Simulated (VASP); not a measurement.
# Y (Fm-3m) in VASP: single point with PBE

Aim: the single point of Y with PBE.

Everything below comes from runs of VASP 6.6.1. Logs are shortened: lines on timing, memory, paths and dates and some standing lists are left out, and cuts for length are marked.

### Step 1. The cell of the first run

The structure is cubic, space group Fm-3m (No. 225). Conventional cell: a = 5.065 Å, b = 5.065 Å, c = 5.065 Å, α = 90.00°, β = 90.00°, γ = 90.00°. Within 4.7 Å of Y (site symmetry m-3m) lie 12 Y at 3.58 Å.

### Step 2. Single point, PBE

File INCAR:

```
ALGO = Normal ; EDIFF = 1E-6
ENCUT = 500 ; GGA = PE
GGA_COMPAT = F ; ISIF = 2
ISMEAR = -1 ; LASPH = T
LCHARG = T ; LELF = T
LREAL = F ; LVHAR = T
LWAVE = F ; NBANDS = 12
NELM = 120 ; PREC = Accurate
SIGMA = 0.1
```

File KPOINTS:

```
k-points
0
Gamma
  4 4 4
```

File POSCAR:

```
Y
1.0
   -2.5323247848      0.0000000000      2.5323247848
    0.0000000000      2.5323247848      2.5323247848
   -2.5323247848      2.5323247848      0.0000000000
Y
1
Direct
    0.0000000000      0.0000000000      0.0000000000
```

Potentials or basis: VASP PAW PBE potentials, release 64 (Y_sv).

Launch:

```bash
$ cat potpaw_PBE.64/Y_sv/POTCAR > POTCAR
$ mpirun -np 1 vasp_std > vasp.out
```

OUTCAR:

```text
EDIFF = 1E-6
   ENCUT = 500
   GGA = PE
   ISIF = 2
   ISMEAR = -1
   LASPH = T
   LREAL = F
   NELM = 120
   PREC = Accurate

 ion  position               nearest neighbor table
   1  0.000  0.000  0.000-

  LATTYP: Found a face centered cubic cell.
 ALAT       =     5.0646495696

  Lattice vectors:

 A1 = (  -2.5323247848,   0.0000000000,   2.5323247848)
 A2 = (   0.0000000000,   2.5323247848,   2.5323247848)
 A3 = (  -2.5323247848,   2.5323247848,   0.0000000000)

Analysis of symmetry for initial positions (statically):
=====================================================================
 Subroutine PRICEL returns:
 Original cell was already a primitive cell.

 Routine SETGRP: Setting up the symmetry group for a
 face centered cubic supercell.

 Subroutine GETGRP returns: Found 48 space group operations
 (whereof 48 operations were pure point group operations)
 out of a pool of 48 trial point group operations.

The static configuration has the point symmetry O_h .

Analysis of symmetry for dynamics (positions and initial velocities):
=====================================================================
 Subroutine PRICEL returns:
 Original cell was already a primitive cell.

 Routine SETGRP: Setting up the symmetry group for a
 face centered cubic supercell.

 Subroutine GETGRP returns: Found 48 space group operations
 (whereof 48 operations were pure point group operations)
 out of a pool of 48 trial point group operations.

The dynamic configuration has the point symmetry O_h .

 Subroutine INISYM returns: Found 48 space group operations
 (whereof 48 operations are pure point group operations),
 and found     1 'primitive' translations

----------------------------------------------------------------------------------------

                                     Primitive cell

  volume of cell :      32.4779

  direct lattice vectors                    reciprocal lattice vectors
    -2.532324785  0.000000000  2.532324785    -0.197447027 -0.197447027  0.197447027
     0.000000000  2.532324785  2.532324785     0.197447027  0.197447027  0.197447027
    -2.532324785  2.532324785  0.000000000    -0.197447027  0.197447027 -0.197447027

  length of vectors
     3.581248055  3.581248055  3.581248055     0.341988282  0.341988282  0.341988282

  position of ions in fractional coordinates (direct lattice)
     0.000000000  0.000000000  0.000000000

  ion indices of the primitive-cell ions
   primitive index   ion index
                 1           1

----------------------------------------------------------------------------------------

 KPOINTS: k-points

Automatic generation of k-mesh.
 Grid dimensions read from file:
 generate k-points for:    4    4    4

 Generating k-lattice:

  Cartesian coordinates                     Fractional coordinates (reciprocal lattice)
    -0.049361757 -0.049361757  0.049361757     0.250000000  0.000000000  0.000000000
     0.049361757  0.049361757  0.049361757     0.000000000  0.250000000  0.000000000
    -0.049361757  0.049361757 -0.049361757     0.000000000  0.000000000  0.250000000

  Length of vectors
     0.085497071  0.085497071  0.085497071

  Shift w.r.t. Gamma in fractional coordinates (k-lattice)
     0.000000000  0.000000000  0.000000000

 Subroutine IBZKPT returns following result:
 ===========================================

 Found      8 irreducible k-points:

 Following reciprocal coordinates:
            Coordinates               Weight
  0.000000  0.000000  0.000000      1.000000
  0.250000  0.000000  0.000000      8.000000
  0.500000  0.000000  0.000000      4.000000
  0.250000  0.250000  0.000000      6.000000
  0.500000  0.250000  0.000000     24.000000
 -0.250000  0.250000  0.000000     12.000000
  0.500000  0.500000  0.000000      3.000000
 -0.250000  0.500000  0.250000      6.000000
   k-points           NKPTS =      8   k-points in BZ     NKDIM =      8   number of bands    NBANDS=     12
   number of dos      NEDOS =    301   number of ions     NIONS =      1
   total plane-waves  NPLWV =  21952
   dimension x,y,z NGX =    28 NGY =   28 NGZ =   28
   dimension x,y,z NGXF=    56 NGYF=   56 NGZF=   56
   ions per type =               1
   NGX,Y,Z   is equivalent  to a cutoff of  13.00, 13.00, 13.00 a.u.
   NGXF,Y,Z  is equivalent  to a cutoff of  26.00, 26.00, 26.00 a.u.
 SYSTEM =  unknown system
   PREC   = accura    normal or accurate (medium, high low for compatibility)
   ISTART =      0    job   : 0-new  1-cont  2-samecut
   ICHARG =      2    charge: 1-file 2-atom 10-const
   ISPIN  =      1    spin polarized calculation?
   LNONCOLLINEAR =      F non collinear calculations
   LSORBIT =      F    spin-orbit coupling
   LASPH  =      T    aspherical Exc in radial PAW
   ENCUT  =  500.0 eV  36.75 Ry    6.06 a.u.   6.53  6.53  6.53*2*pi/ulx,y,z
   NELM   =    120;   NELMIN=  2; NELMDL= -5     # of ELM steps
   EDIFF  = 0.1E-05   stopping-criterion for ELM
   LREAL  =      F    real-space projection
   EDIFFG = 0.1E-04   stopping-criterion for IOM
   NSW    =      0    number of steps for IOM
   IBRION =     -1    ionic relax: 0-MD 1-quasi-New 2-CG
   NFREE  =      0    steps in history (QN), initial steepest desc. (CG)
   ISIF   =      2    stress and relaxation
   ISYM   =      2    0-nonsym 1-usesym 2-fastsym
   POTIM  = 0.5000    time-step for ionic-motion
   TEBEG  =    0.0;   TEEND  =   0.0 temperature during run
   PSTRESS=    0.0 pullay stress
   NELECT =      11.0000    total number of electrons
   NUPDOWN=      -1.0000    fix difference up-down
   EMIN   =  10.00;   EMAX   =-10.00  energy-range for DOS
   EFERMI =   0.00;   METHOD = LEGACY
   ISMEAR =    -1;   SIGMA  =   0.10  broadening in eV -4-tet -1-fermi 0-gaus
   EFERMI_NEDOS =   21; number of points for ismear=-14 and -15
   IALGO  =     38    algorithm
   IMIX   =      4    mixing-type and parameters
     AMIX     =   0.40;   BMIX     =  1.00
     AMIX_MAG =   1.60;   BMIX_MAG =  1.00
  volume/ion in A,a.u.               =      32.48       219.17
  Fermi-wavevector in a.u.,A,eV,Ry     =   1.141151  2.156462 17.717845  1.302225
  Thomas-Fermi vector in A             =   2.277851
   LORBIT       =      0    0 simple, 1 ext, 2 COOP (PROOUT), +10 PAW based schemes
   GGA     = PE    functional components
   LHFCALC =     F    Hartree Fock is set to
   AEXX    =    0.0000 exact exchange contribution
   IVDW    =     0    specifies the selected vdW correction
   LEPSILON=     F    determine dielectric tensor
   LRPA    =     F    only Hartree local field effects (RPA)
 non-spin polarized calculation
  energy-cutoff  :      500.00
  volume of cell :       32.48
 maximum number of plane-waves:       869
 NGX is ok and might be reduce to    28
   NGX = 13   NGY = 13   NGZ = 13

 number of electron      11.0000000 magnetization

 Free energy of the ion-electron system (eV)
  ---------------------------------------------------
  ext. energy  EPLUGINS =         0.00000000
  ---------------------------------------------------
  free energy    TOTEN  =        -6.42336931 eV

  energy without entropy =       -6.37241323  energy(sigma->0) =       -6.39789127

 E-fermi :   3.2016     XC(G=0):  -9.4718

 val. band max:        2.8064936775   @ k =   0.5000   0.2500   0.0000
 cond. band min:       3.2708297352   @ k =   0.2500   0.2500   0.0000
 fundamental gap:      0.4643360578
 Fermi energy:         3.2015860526

 k-point     1 :       0.0000    0.0000    0.0000
  band No.  band energies     occupation
      1     -39.5927      2.00000
      2     -19.2879      2.00000
      3     -19.2879      2.00000
      4     -19.2879      2.00000
      5      -1.6527      2.00000
      6       4.8849      0.00000
      7       4.8849      0.00000
      8       4.8849      0.00000
      9       6.8944      0.00000
     10       6.8944      0.00000
     11      12.0746      0.00000
     12      15.3606      0.00000

 k-point     2 :       0.2500    0.0000    0.0000
  band No.  band energies     occupation
      1     -39.5601      2.00000
      2     -19.5800      2.00000
      3     -19.3255      2.00000
      4     -19.3255      2.00000
      5      -0.2818      2.00000
      6       3.8189      0.00416
      7       5.1350      0.00000
      8       5.1350      0.00000
      9       6.8716      0.00000
     10       6.8716      0.00000
     11      12.2200      0.00000
     12      14.4853      0.00000

 k-point     3 :       0.5000    0.0000    0.0000
  band No.  band energies     occupation
      1     -39.5271      2.00000
      2     -19.8565      2.00000
      3     -19.3626      2.00000
      4     -19.3626      2.00000
      5       1.1228      2.00000
      6       3.7285      0.01024
      7       4.7203      0.00000
      8       4.7203      0.00000
      9       8.3429      0.00000
     10       8.3429      0.00000
     11      10.8600      0.00000
     12      11.8294      0.00000

 k-point     4 :       0.2500    0.2500    0.0000
  band No.  band energies     occupation
      1     -39.5493      2.00000
      2     -19.5678      2.00000
      3     -19.3901      2.00000
      4     -19.3901      2.00000
      5       0.1449      2.00000
      6       3.2708      0.66698
      7       4.8711      0.00000
      8       6.0555      0.00000
      9       6.0555      0.00000
     10       7.5490      0.00000
     11      14.9385      0.00000
     12      15.1310      0.00000

 k-point     5 :       0.5000    0.2500    0.0000
  band No.  band energies     occupation
      1     -39.5165      2.00000
      2     -19.7585      2.00000
      3     -19.5126      2.00000
      4     -19.4272      2.00000
      5       1.8553      2.00000
      6       2.8065      1.96225
      7       3.9783      0.00085
      8       5.9950      0.00000
      9       8.4663      0.00000
     10       8.6090      0.00000
     11      10.4342      0.00000
     12      14.0188      0.00000

 k-point     6 :      -0.2500    0.2500    0.0000
  band No.  band energies     occupation
      1     -39.5273      2.00000
      2     -19.6974      2.00000
      3     -19.5258      2.00000
      4     -19.3632      2.00000
      5       1.4935      2.00000
      6       3.4238      0.19563
      7       3.7347      0.00963
      8       5.6888      0.00000
      9       6.6128      0.00000
     10       9.0372      0.00000
     11      11.9046      0.00000
     12      13.9208      0.00000

 k-point     7 :       0.5000    0.5000    0.0000
  band No.  band energies     occupation
      1     -39.5057      2.00000
      2     -19.8199      2.00000
      3     -19.4906      2.00000
      4     -19.4906      2.00000
      5       1.3588      2.00000
      6       2.2253      1.99988
      7       5.1888      0.00000
      8       8.3569      0.00000
      9       8.7558      0.00000
     10       8.7558      0.00000
     11      10.9044      0.00000
     12      10.9044      0.00000

 k-point     8 :      -0.2500    0.5000    0.2500
  band No.  band energies     occupation
      1     -39.5056      2.00000
      2     -19.6581      2.00000
      3     -19.6581      2.00000
      4     -19.4986      2.00000
      5       2.3560      1.99957
      6       3.3524      0.36245
      7       3.3524      0.36245
      8       5.7202      0.00000
      9       8.7622      0.00000
     10      10.5492      0.00000
     11      10.5492      0.00000
     12      10.7051      0.00000

------------------------ aborting loop because EDIFF is reached ----------------------------------------

  FORCE on cell =-STRESS in cart. coord.  units (eV):
  Direction    XX          YY          ZZ          XY          YZ          ZX
  --------------------------------------------------------------------------------------
  -------------------------------------------------------------------------------------
  Total        0.1467080      0.1467080      0.1467080     -0.0000000     -0.0000000     -0.0000000
  in kB        7.2372919      7.2372919      7.2372919     -0.0000000     -0.0000000     -0.0000000
  external PRESSURE =       7.2372919 kB  Pullay stress =       0.0000000 kB

 VOLUME and BASIS-vectors are now :
 -----------------------------------------------------------------------------
  energy-cutoff  :      500.00
  volume of cell :       32.48
      direct lattice vectors                 reciprocal lattice vectors
    -2.532324785  0.000000000  2.532324785    -0.197447027 -0.197447027  0.197447027
     0.000000000  2.532324785  2.532324785     0.197447027  0.197447027  0.197447027
    -2.532324785  2.532324785  0.000000000    -0.197447027  0.197447027 -0.197447027

 POSITION                                       TOTAL-FORCE (eV/Angst)
 -----------------------------------------------------------------------------------
      0.00000      0.00000      0.00000         0.000000     -0.000000      0.000000
 -----------------------------------------------------------------------------------
    total drift:                                0.000000     -0.000000     -0.000000

  FREE ENERGIE OF THE ION-ELECTRON SYSTEM (eV)
  ---------------------------------------------------
  free  energy   TOTEN  =        -6.4233693144 eV

  energy  without entropy=       -6.3724132317  energy(sigma->0) =       -6.39789127
```

Run time: 13 s. Hardware: 1 thread of Intel Xeon 8259CL, shared host; peak memory 0.17 GiB.

What came out:

```
Free energy : -6.4234 eV
Pressure    : 0.7 GPa
```

Caveat: the k points lie up to 0.54 Å⁻¹ apart.
